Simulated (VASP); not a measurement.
# BaTiO3 (Pm-3m) in VASP: a series of runs, part 2 of 2

VASP 6.6.1.

## (3) Relaxation of cell and atoms, r2SCAN, collinear spin, ferromagnetic start

File POSCAR:

```
BaTiO3
1.0
    4.0720311100      0.0000000000      0.0000000000
    0.0000000000      4.0720311100      0.0000000000
    0.0000000000      0.0000000000      4.0720311100
Ba O Ti
1 3 1
Direct
    0.0000000000      0.0000000000      0.0000000000
    0.5000000000      0.5000000000      0.0000000000
    0.0000000000      0.5000000000      0.5000000000
    0.5000000000      0.0000000000      0.5000000000
    0.5000000000      0.5000000000      0.5000000000
```

File INCAR.step1:

```
SYSTEM = BaTiO3
  ALGO = Normal
  EDIFF = 1E-4
  ENCUT = 600
  GGA = PE
  ISMEAR = -1
  ISPIN = 2
  LASPH = .True.
  LCHARG = .False.
  LMAXMIX = 4
  LREAL = .False.
  LWAVE = .True.
  MAGMOM = 3 2 2 2 3
  NELM = 150
  PREC = Accurate
  SIGMA = 0.1
```

File INCAR.step2:

```
SYSTEM = BaTiO3
  ALGO = Normal
  EDIFF = 1E-7
  EDIFFG = -0.01
  ENCUT = 600
  IBRION = 2
  ISIF = 3
  ISMEAR = -1
  ISPIN = 2
  ISTART = 1
  LASPH = .True.
  LCHARG = .False.
  LMAXMIX = 4
  LMIXTAU = .True.
  LORBIT = 11
  LREAL = .False.
  LWAVE = .False.
  MAGMOM = 3 2 2 2 3
  METAGGA = R2SCAN
  NELM = 150
  NSW = 60
  PREC = Accurate
  SIGMA = 0.1
```

File KPOINTS:

```
k-points
0
Gamma
  5 5 5
  0 0 0
```

Potentials or basis: VASP PAW PBE potentials, release 64 (Ba_sv, O, Ti_sv).

Command:

```sh
cat potpaw_PBE.64/Ba_sv/POTCAR potpaw_PBE.64/O/POTCAR potpaw_PBE.64/Ti_sv/POTCAR > POTCAR
cp INCAR.step1 INCAR
mpirun -np 1 vasp_std > vasp.out
cp INCAR.step2 INCAR
mpirun -np 1 vasp_std > vasp.out
```

OUTCAR:

```text
SYSTEM = BaTiO3
   EDIFF = 1E-7
   EDIFFG = -0.01
   ENCUT = 600
   IBRION = 2
   ISIF = 3
   ISMEAR = -1
   ISPIN = 2
   ISTART = 1
   LASPH = .True.
   LORBIT = 11
   LREAL = .False.
   METAGGA = R2SCAN
   NELM = 150
   NSW = 60
   PREC = Accurate

 ion  position               nearest neighbor table
   1  0.000  0.000  0.000-   2 2.88   3 2.88   4 2.88   3 2.88   4 2.88   2 2.88   3 2.88   3 2.88
                             2 2.88   4 2.88   4 2.88   2 2.88   5 3.53   5 3.53   5 3.53   5 3.53
   2  0.500  0.500  0.000-   5 2.04   5 2.04   1 2.88   1 2.88   1 2.88   1 2.88
   3  0.000  0.500  0.500-   5 2.04   5 2.04   1 2.88   1 2.88   1 2.88   1 2.88
   4  0.500  0.000  0.500-   5 2.04   5 2.04   1 2.88   1 2.88   1 2.88   1 2.88
   5  0.500  0.500  0.500-   2 2.04   3 2.04   4 2.04   2 2.04   4 2.04   3 2.04   1 3.53   1 3.53
                             1 3.53   1 3.53   1 3.53   1 3.53   1 3.53   1 3.53

  LATTYP: Found a simple cubic cell.
 ALAT       =     4.0720311100

  Lattice vectors:

 A1 = (   4.0720311100,   0.0000000000,   0.0000000000)
 A2 = (   0.0000000000,   4.0720311100,   0.0000000000)
 A3 = (   0.0000000000,   0.0000000000,   4.0720311100)

Analysis of symmetry for initial positions (statically):
=====================================================================
 Subroutine PRICEL returns:
 Original cell was already a primitive cell.

 Routine SETGRP: Setting up the symmetry group for a
 simple cubic supercell.

 Subroutine GETGRP returns: Found 48 space group operations
 (whereof 48 operations were pure point group operations)
 out of a pool of 48 trial point group operations.

The static configuration has the point symmetry O_h .

Analysis of symmetry for dynamics (positions and initial velocities):
=====================================================================
 Subroutine PRICEL returns:
 Original cell was already a primitive cell.

 Routine SETGRP: Setting up the symmetry group for a
 simple cubic supercell.
[... 145 lines left out ...]
 maximum number of plane-waves:      2301
 NGX is ok and might be reduce to    36
   NGX = 17   NGY = 17   NGZ = 17

--------------------------------------- Ionic step        1  -------------------------------------------

 number of electron      39.9999993 magnetization      -0.0000000

 number of electron      39.9999993 magnetization       0.0000000

 Free energy of the ion-electron system (eV)
  ---------------------------------------------------
  ext. energy  EPLUGINS =         0.00000000
  ---------------------------------------------------
  free energy    TOTEN  =       -74.16761965 eV

  energy without entropy =      -74.16760302  energy(sigma->0) =      -74.16761133

------------------------ aborting loop because EDIFF is reached ----------------------------------------

  FORCE on cell =-STRESS in cart. coord.  units (eV):
  Direction    XX          YY          ZZ          XY          YZ          ZX
  --------------------------------------------------------------------------------------
  -------------------------------------------------------------------------------------
  Total       -3.2552241     -3.2552241     -3.2552241     -0.0000000      0.0000000     -0.0000000
  in kB      -77.2428360    -77.2428360    -77.2428360     -0.0000000      0.0000000     -0.0000000
  external PRESSURE =     -77.2428360 kB  Pullay stress =       0.0000000 kB
[... 69 lines left out ...]
 number of electron      39.9999997 magnetization      -0.0000000

 number of electron      39.9999997 magnetization       0.0000000

 Free energy of the ion-electron system (eV)
  ---------------------------------------------------
  ext. energy  EPLUGINS =         0.00000000
  ---------------------------------------------------
  free energy    TOTEN  =       -74.24751766 eV

  energy without entropy =      -74.24750846  energy(sigma->0) =      -74.24751306

 E-fermi :   4.5698     XC(G=0): -11.8958

 val. band max:        3.3812156257   @ k =   0.4000   0.4000   0.4000
 cond. band min:       5.6213885954   @ k =   0.0000   0.0000   0.0000
 fundamental gap:      2.2401729697
 Fermi energy:         4.5698078274

 spin component 1

 k-point     1 :       0.0000    0.0000    0.0000
  band No.  band energies     occupation
      1     -55.4059      1.00000
      2     -30.5613      1.00000
      3     -30.5613      1.00000
      4     -30.5612      1.00000
      5     -21.9792      1.00000
      6     -14.3528      1.00000
[... 319 lines left out ...]
     29      13.9332      0.00000
     30      13.9332      0.00000
 Fermi energy:         4.5698078274

 spin component 2

 k-point     1 :       0.0000    0.0000    0.0000
  band No.  band energies     occupation
      1     -55.4059      1.00000
      2     -30.5613      1.00000
      3     -30.5613      1.00000
      4     -30.5612      1.00000
      5     -21.9792      1.00000
      6     -14.3528      1.00000
[... 351 lines left out ...]
  FREE ENERGIE OF THE ION-ELECTRON SYSTEM (eV)
  ---------------------------------------------------
  free  energy   TOTEN  =       -74.2475176550 eV

  energy  without entropy=      -74.2475084645  energy(sigma->0) =      -74.24751306

 reached required accuracy - stopping structural energy minimisation

 total charge

# of ion       s       p       d       tot
------------------------------------------
    1        2.018   5.669   0.303   7.990
    2        1.564   3.500   0.000   5.063
    3        1.564   3.500   0.000   5.063
    4        1.564   3.500   0.000   5.063
    5        2.204   6.267   1.623  10.093
--------------------------------------------------
tot          8.913  22.435   1.925  33.273

 magnetization (x)

# of ion       s       p       d       tot
------------------------------------------
    1       -0.000  -0.000  -0.000  -0.000
    2        0.000   0.000   0.000   0.000
    3        0.000   0.000   0.000   0.000
    4        0.000   0.000   0.000   0.000
    5        0.000   0.000   0.000   0.000
--------------------------------------------------
tot          0.000   0.000   0.000   0.000
```

OUTCAR.step1:

```text
SYSTEM = BaTiO3
   EDIFF = 1E-4
   ENCUT = 600
   GGA = PE
   ISMEAR = -1
   ISPIN = 2
[... 899 lines left out ...]
      0.00000      2.03602      2.03602         0.000000      0.000000      0.000000
      2.03602      0.00000      2.03602         0.000000      0.000000      0.000000
      2.03602      2.03602      2.03602         0.000000      0.000000      0.000000
 -----------------------------------------------------------------------------------
    total drift:                                0.000000      0.000000      0.000000

  FREE ENERGIE OF THE ION-ELECTRON SYSTEM (eV)
  ---------------------------------------------------
  free  energy   TOTEN  =       -39.9646654669 eV

  energy  without entropy=      -39.9645765647  energy(sigma->0) =      -39.96462102
```

Run time: 4.3 min. Hardware: 1 thread of Intel Xeon 6975P-C (Granite Rapids), shared host; peak memory 0.31 GiB.

Results:

```
Free energy                                           : -74.2475 eV
Relaxed volume                                        : 12.88 Å³/atom
Relaxed cell                                          : a = 4.008 Å, b = 4.008 Å, c = 4.008 Å, α = 90.00°, β = 90.00°, γ = 90.00°
Space group after relaxing (to 0.05 Å)                : Pm-3m (No. 221)
Energy gained by relaxing                             : 16.0 meV/atom
Ionic steps                                           : 3
Pressure after relaxing                               : -0.1 GPa
Band gap on the k mesh                                : 2.24 eV, indirect (least direct gap 2.28 eV)
Net moment                                            : 0.00 μB per cell
Valence electrons inside the program's atomic spheres : Ba 7.99; O 5.06; Ti 10.09
```

The path:
| step | energy change (eV) | largest force (eV/Å) | pressure (GPa) | volume (Å³) |
| --- | --- | --- | --- | --- |
| 1 | 0.0000 | 0.0000 | -7.72 | 67.52 |
| 2 | 0.0053 | 0.0000 | 9.53 | 61.36 |
| 3 | -0.0799 | 0.0000 | -0.06 | 64.38 |

Final structure:
```cif
data_structure
_symmetry_space_group_name_H-M 'P 1'
_symmetry_Int_Tables_number 1
_cell_length_a 4.0078
_cell_length_b 4.0078
_cell_length_c 4.0078
_cell_angle_alpha 90.000
_cell_angle_beta 90.000
_cell_angle_gamma 90.000
_cell_volume 64.38
loop_
_atom_site_label
_atom_site_type_symbol
_atom_site_fract_x
_atom_site_fract_y
_atom_site_fract_z
_atom_site_occupancy
Ba1 Ba 0.00000 0.00000 0.00000 1
O1 O 0.50000 0.50000 0.00000 1
O2 O 0.00000 0.50000 0.50000 1
O3 O 0.50000 0.00000 0.50000 1
Ti1 Ti 0.50000 0.50000 0.50000 1
```

Caveat: the PAW data sets were made with another functional, which shifts forces and pressure a little; spin-orbit coupling is left out, which moves the levels of the heavy elements.
